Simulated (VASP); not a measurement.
# SrLiH3 (P4/mmm) in VASP: further runs, part 3 of 3

VASP 6.6.1. The steps go on from the part before.

## 4. Single point, PBE (strain +0.050 along x and y, -0.050 along z)

INCAR reads:

```
ALGO = Normal
EDIFF = 1E-6
ENCUT = 520
GGA = PE
ISIF = 2
ISMEAR = 0
LASPH = T
LCHARG = T
LELF = T
LREAL = F
LVHAR = T
LWAVE = F
NBANDS = 16
NELM = 100
PREC = Accurate
SIGMA = 0.05
```

KPOINTS reads:

```
k-points
0
Gamma
  6 6 6
```

POSCAR reads:

```
SrLiH3
1.0
    4.8623305500      0.0000000000      0.0000000000
    0.0000000000      4.8623305500      0.0000000000
    0.0000000000      0.0000000000      4.3992514500
Li Sr H
1 1 3
Direct
    0.0000000000      0.0000000000      0.0000000000
    0.5000000000      0.5000000000      0.5000000000
    0.0000000000      0.5000000000      0.5000000000
    0.5000000000      0.0000000000      0.5000000000
    0.5000000000      0.5000000000      0.0000000000
```

Potentials or basis: VASP PAW PBE potentials, release 64 (Li_sv, Sr_sv, H).

Launch:

```sh
> cat potpaw_PBE.64/Li_sv/POTCAR potpaw_PBE.64/Sr_sv/POTCAR potpaw_PBE.64/H/POTCAR > POTCAR
> mpirun -np 1 vasp_std > vasp.out
```

OUTCAR:

```text
EDIFF = 1E-6
   ENCUT = 520
   GGA = PE
   ISIF = 2
   ISMEAR = 0
   LASPH = T
   LREAL = F
   NELM = 100
   PREC = Accurate

 ion  position               nearest neighbor table
   1  0.000  0.000  0.000-
   2  0.500  0.500  0.500-   5 2.20   5 2.20   3 2.43   4 2.43   4 2.43   3 2.43
   3  0.000  0.500  0.500-   2 2.43   2 2.43
   4  0.500  0.000  0.500-   2 2.43   2 2.43
   5  0.500  0.500  0.000-   2 2.20   2 2.20

  LATTYP: Found a simple tetragonal cell.
 ALAT       =     4.8623305500
 C/A-ratio  =     0.9047619048

  Lattice vectors:

 A1 = (   4.8623305500,   0.0000000000,   0.0000000000)
 A2 = (   0.0000000000,   4.8623305500,   0.0000000000)
 A3 = (   0.0000000000,   0.0000000000,   4.3992514500)

Analysis of symmetry for initial positions (statically):
=====================================================================
 Subroutine PRICEL returns:
 Original cell was already a primitive cell.

 Routine SETGRP: Setting up the symmetry group for a
 simple tetragonal supercell.

 Subroutine GETGRP returns: Found 16 space group operations
 (whereof 16 operations were pure point group operations)
 out of a pool of 16 trial point group operations.

The static configuration has the point symmetry D_4h.

Analysis of symmetry for dynamics (positions and initial velocities):
=====================================================================
 Subroutine PRICEL returns:
 Original cell was already a primitive cell.

 Routine SETGRP: Setting up the symmetry group for a
 simple tetragonal supercell.

 Subroutine GETGRP returns: Found 16 space group operations
 (whereof 16 operations were pure point group operations)
 out of a pool of 16 trial point group operations.

The dynamic configuration has the point symmetry D_4h.

 Subroutine INISYM returns: Found 16 space group operations
 (whereof 16 operations are pure point group operations),
 and found     1 'primitive' translations

----------------------------------------------------------------------------------------

                                     Primitive cell

  volume of cell :     104.0082

  direct lattice vectors                    reciprocal lattice vectors
     4.862330550  0.000000000  0.000000000     0.205662694  0.000000000  0.000000000
     0.000000000  4.862330550  0.000000000     0.000000000  0.205662694  0.000000000
     0.000000000  0.000000000  4.399251450     0.000000000  0.000000000  0.227311399

  length of vectors
     4.862330550  4.862330550  4.399251450     0.205662694  0.205662694  0.227311399

  position of ions in fractional coordinates (direct lattice)
     0.000000000  0.000000000  0.000000000
     0.500000000  0.500000000  0.500000000
     0.000000000  0.500000000  0.500000000
     0.500000000  0.000000000  0.500000000
     0.500000000  0.500000000  0.000000000

  ion indices of the primitive-cell ions
   primitive index   ion index
                 1           1
                 2           2
                 3           3
                 4           4
                 5           5

----------------------------------------------------------------------------------------

 KPOINTS: k-points

Automatic generation of k-mesh.
 Grid dimensions read from file:
 generate k-points for:    6    6    6

 Generating k-lattice:

  Cartesian coordinates                     Fractional coordinates (reciprocal lattice)
     0.034277116  0.000000000  0.000000000     0.166666667  0.000000000  0.000000000
     0.000000000  0.034277116  0.000000000     0.000000000  0.166666667  0.000000000
     0.000000000  0.000000000  0.037885233     0.000000000  0.000000000  0.166666667

  Length of vectors
     0.034277116  0.034277116  0.037885233

  Shift w.r.t. Gamma in fractional coordinates (k-lattice)
     0.000000000  0.000000000  0.000000000

 Subroutine IBZKPT returns following result:
 ===========================================

 Found     40 irreducible k-points:

 Following reciprocal coordinates:
            Coordinates               Weight
  0.000000  0.000000  0.000000      1.000000
  0.166667  0.000000  0.000000      4.000000
  0.333333  0.000000  0.000000      4.000000
  0.500000  0.000000  0.000000      2.000000
  0.166667  0.166667  0.000000      4.000000
  0.333333  0.166667  0.000000      8.000000
[... 16 lines left out ...]
  0.333333  0.000000  0.333333      8.000000
  0.500000  0.000000  0.333333      4.000000
 [... further k-points ...]
   k-points           NKPTS =     40   k-points in BZ     NKDIM =     40   number of bands    NBANDS=     16
   number of dos      NEDOS =    301   number of ions     NIONS =      5
   total plane-waves  NPLWV =  46656
   dimension x,y,z NGX =    36 NGY =   36 NGZ =   36
   dimension x,y,z NGXF=    72 NGYF=   72 NGZF=   72
   ions per type =               1   1   3
   NGX,Y,Z   is equivalent  to a cutoff of  12.31, 12.31, 13.60 a.u.
   NGXF,Y,Z  is equivalent  to a cutoff of  24.62, 24.62, 27.21 a.u.
 SYSTEM =  unknown system
   PREC   = accura    normal or accurate (medium, high low for compatibility)
   ISTART =      0    job   : 0-new  1-cont  2-samecut
   ICHARG =      2    charge: 1-file 2-atom 10-const
   ISPIN  =      1    spin polarized calculation?
   LNONCOLLINEAR =      F non collinear calculations
   LSORBIT =      F    spin-orbit coupling
   LASPH  =      T    aspherical Exc in radial PAW
   ENCUT  =  520.0 eV  38.22 Ry    6.18 a.u.   9.04  9.04  8.18*2*pi/ulx,y,z
   NELM   =    100;   NELMIN=  2; NELMDL= -5     # of ELM steps
   EDIFF  = 0.1E-05   stopping-criterion for ELM
   LREAL  =      F    real-space projection
   EDIFFG = 0.1E-04   stopping-criterion for IOM
   NSW    =      0    number of steps for IOM
   IBRION =     -1    ionic relax: 0-MD 1-quasi-New 2-CG
   NFREE  =      0    steps in history (QN), initial steepest desc. (CG)
   ISIF   =      2    stress and relaxation
   ISYM   =      2    0-nonsym 1-usesym 2-fastsym
   POTIM  = 0.5000    time-step for ionic-motion
   TEBEG  =    0.0;   TEEND  =   0.0 temperature during run
   PSTRESS=    0.0 pullay stress
   NELECT =      16.0000    total number of electrons
   NUPDOWN=      -1.0000    fix difference up-down
   EMIN   =  10.00;   EMAX   =-10.00  energy-range for DOS
   EFERMI =   0.00;   METHOD = LEGACY
   ISMEAR =     0;   SIGMA  =   0.05  broadening in eV -4-tet -1-fermi 0-gaus
   EFERMI_NEDOS =   21; number of points for ismear=-14 and -15
   IALGO  =     38    algorithm
   IMIX   =      4    mixing-type and parameters
     AMIX     =   0.40;   BMIX     =  1.00
     AMIX_MAG =   1.60;   BMIX_MAG =  1.00
  volume/ion in A,a.u.               =      20.80       140.38
  Fermi-wavevector in a.u.,A,eV,Ry     =   0.877187  1.657643 10.469101  0.769457
  Thomas-Fermi vector in A             =   1.997101
   LORBIT       =      0    0 simple, 1 ext, 2 COOP (PROOUT), +10 PAW based schemes
   GGA     = PE    functional components
   LHFCALC =     F    Hartree Fock is set to
   AEXX    =    0.0000 exact exchange contribution
   IVDW    =     0    specifies the selected vdW correction
   LEPSILON=     F    determine dielectric tensor
   LRPA    =     F    only Hartree local field effects (RPA)
 non-spin polarized calculation
 Gauss-broadening in eV      SIGMA  =   0.05
  energy-cutoff  :      520.00
  volume of cell :      104.01
 maximum number of plane-waves:      2836
   NGX = 19   NGY = 19   NGZ = 17

 number of electron      15.9999990 magnetization

 Free energy of the ion-electron system (eV)
  ---------------------------------------------------
  ext. energy  EPLUGINS =         0.00000000
  ---------------------------------------------------
  free energy    TOTEN  =       -13.75462388 eV

  energy without entropy =      -13.75462388  energy(sigma->0) =      -13.75462388

 E-fermi :  -1.0692     XC(G=0):  -6.6380

 val. band max:       -1.3455994304   @ k =   0.5000   0.5000   0.5000
 cond. band min:       0.0601988420   @ k =   0.5000   0.5000   0.0000
 fundamental gap:      1.4057982723
 Fermi energy:        -1.0691529977

 k-point     1 :       0.0000    0.0000    0.0000
  band No.  band energies     occupation
      1     -49.3509      2.00000
      2     -34.5528      2.00000
      3     -16.6269      2.00000
      4     -16.6269      2.00000
      5     -16.5464      2.00000
      6      -4.5621      2.00000
[... 433 lines left out ...]
      3     -16.6835      2.00000
      4     -16.6787      2.00000
      5     -16.6177      2.00000
      6      -3.0338      2.00000
[... 8 lines left out ...]
     15       5.6669      0.00000
     16       6.3098      0.00000

 [... further k-points ...]
[... 5 lines left out ...]
  --------------------------------------------------------------------------------------
  -------------------------------------------------------------------------------------
  Total       -1.2884702     -1.2884702      1.7310804      0.0000000      0.0000000      0.0000000
  in kB      -19.8480211    -19.8480211     26.6661348      0.0000000      0.0000000      0.0000000
  external PRESSURE =      -4.3433025 kB  Pullay stress =       0.0000000 kB

 VOLUME and BASIS-vectors are now :
 -----------------------------------------------------------------------------
  energy-cutoff  :      520.00
  volume of cell :      104.01
      direct lattice vectors                 reciprocal lattice vectors
     4.862330550  0.000000000  0.000000000     0.205662694  0.000000000  0.000000000
     0.000000000  4.862330550  0.000000000     0.000000000  0.205662694  0.000000000
     0.000000000  0.000000000  4.399251450     0.000000000  0.000000000  0.227311399

 POSITION                                       TOTAL-FORCE (eV/Angst)
 -----------------------------------------------------------------------------------
      0.00000      0.00000      0.00000         0.000000      0.000000      0.000000
      2.43117      2.43117      2.19963         0.000000      0.000000      0.000000
      0.00000      2.43117      2.19963         0.000000      0.000000      0.000000
      2.43117      0.00000      2.19963         0.000000      0.000000      0.000000
      2.43117      2.43117      0.00000         0.000000      0.000000      0.000000
 -----------------------------------------------------------------------------------
    total drift:                                0.000000      0.000000      0.000000

  FREE ENERGIE OF THE ION-ELECTRON SYSTEM (eV)
  ---------------------------------------------------
  free  energy   TOTEN  =       -13.7546238769 eV

  energy  without entropy=      -13.7546238769  energy(sigma->0) =      -13.75462388
```

OSZICAR:

```text
N       E                     dE             d eps       ncg     rms          rms(c)
DAV:   1     0.647865045009E+02    0.64787E+02   -0.58785E+03  1280   0.846E+02
DAV:   2    -0.902733821056E+01   -0.73814E+02   -0.68151E+02  1728   0.185E+02
DAV:   3    -0.156559239292E+02   -0.66286E+01   -0.66042E+01  2448   0.441E+01
DAV:   4    -0.157216050184E+02   -0.65681E-01   -0.65673E-01  1504   0.538E+00
DAV:   5    -0.157229560135E+02   -0.13510E-02   -0.13510E-02  2088   0.574E-01    0.226E+01
DAV:   6    -0.141959885488E+02    0.15270E+01   -0.80561E-01  1472   0.384E+00    0.131E+01
DAV:   7    -0.137619797440E+02    0.43401E+00   -0.12831E+00  1720   0.503E+00    0.263E+00
DAV:   8    -0.137545198833E+02    0.74599E-02   -0.16104E-01  1640   0.170E+00    0.577E-01
DAV:   9    -0.137552321057E+02   -0.71222E-03   -0.99088E-03  1704   0.482E-01    0.284E-01
DAV:  10    -0.137546825274E+02    0.54958E-03   -0.65941E-04  1664   0.127E-01    0.277E-01
DAV:  11    -0.137546127998E+02    0.69728E-04   -0.38290E-04  1712   0.112E-01    0.583E-02
DAV:  12    -0.137546198210E+02   -0.70212E-05   -0.68405E-05  1976   0.366E-02    0.532E-02
DAV:  13    -0.137546238369E+02   -0.40159E-05   -0.99326E-06  1616   0.196E-02    0.363E-02
DAV:  14    -0.137546238769E+02   -0.39950E-07   -0.91934E-07  1376   0.655E-03
   1 F= -.13754624E+02 E0= -.13754624E+02  d E =-.691784E-17
```

Wall time 23 s (1 thread of Intel Xeon 6975P-C (Granite Rapids), shared host); peak memory 0.24 GiB.

What came out:

```
Free energy            : -13.7546 eV
Band gap on the k mesh : 1.41 eV (least direct gap 2.06 eV)
```

Caveat: the cell differs from its parent crystal (strain +0.050 along x and y, -0.050 along z); the cutoff is under 1.25 times the usual one of these potentials, so pressure, stress and relaxed cells hold a basis-set (Pulay) error.

## 5. Single point, PBE (strain +0.050 along x and y, -0.025 along z)

INCAR reads:

```
SYSTEM = SrLiH3
PREC = Accurate ; ENCUT = 520
EDIFF = 1E-6 ; ISMEAR = 0
SIGMA = 0.05 ; LREAL = .FALSE.
LASPH = .TRUE. ; NELM = 60
ALGO = Normal ; ISIF = 2
LWAVE = .FALSE. ; LCHARG = .TRUE.
GGA = PE ; LELF = .TRUE.
LVHAR = .TRUE. ; NBANDS = 16
```

KPOINTS reads:

```
regular mesh
0
G
  6 6 6
  0 0 0
```

Edit POSCAR of step 4 so:

```diff
@@ -4,3 +4,3 @@
     0.0000000000      4.8623305500      0.0000000000
-    0.0000000000      0.0000000000      4.3992514500
+    0.0000000000      0.0000000000      4.5150212250
 Li Sr H
```

Launch:

```sh
> cat potpaw_PBE.64/Li_sv/POTCAR potpaw_PBE.64/Sr_sv/POTCAR potpaw_PBE.64/H/POTCAR > POTCAR
> mpirun -np 1 vasp_std > vasp.out
```

Wall time 23 s (1 thread of Intel Xeon 6975P-C (Granite Rapids), shared host); peak memory 0.24 GiB.

The run converged. Its results:

- Free energy: -13.7863 eV
- Band gap on the k mesh: 1.59 eV (least direct gap 2.16 eV)

Levels at points of the mesh, in eV from the valence-band top:
```csv
k point,band 5,band 6,band 7,band 8,band 9,band 10,band 11,band 12
"(0.00, 0.00, 0.00)",-15.18,-3.04,-1.00,-0.92,4.68,4.68,4.76,5.45
"(0.50, 0.00, 0.00)",-15.17,-2.29,-1.08,-0.87,3.60,4.23,4.89,5.58
"(0.50, 0.50, 0.00)",-15.17,-1.55,-0.70,-0.70,1.59,5.17,5.17,5.74
"(0.00, 0.00, 0.50)",-15.23,-2.12,-0.74,-0.70,3.56,4.35,4.35,5.87
"(0.50, 0.00, 0.50)",-15.23,-1.31,-0.60,-0.33,1.82,4.69,4.77,5.23
"(0.50, 0.50, 0.50)",-15.29,-0.25,-0.25,0.00,2.36,2.42,2.42,4.12
```

Caveat: the cell differs from its parent crystal (strain +0.050 along x and y, -0.025 along z); the cutoff is under 1.25 times the usual one of these potentials, so pressure, stress and relaxed cells hold a basis-set (Pulay) error.

## 6. Summary

```csv
cell,gap on the mesh (eV)
"a = 4.515, b = 4.515, c = 4.862 Å, 5 atoms",1.64
"a = 4.747, b = 4.747, c = 4.399 Å, 5 atoms",1.44
"a = 4.862, b = 4.862, c = 4.399 Å, 5 atoms",1.41
"a = 4.862, b = 4.862, c = 4.515 Å, 5 atoms",1.59
```

Alike in all rows: task single point; level PBE; potentials or basis VASP PAW PBE potentials, release 64 (Li_sv, Sr_sv, H); no spin polarisation; k mesh 6 × 6 × 6; cutoff (eV) 520; smearing gaussian 0.05 eV.

Caveats: the cutoff is under 1.25 times the usual one of these potentials, so pressure, stress and relaxed cells hold a basis-set (Pulay) error.

Absolute energies hang on the potentials; compare differences alone.
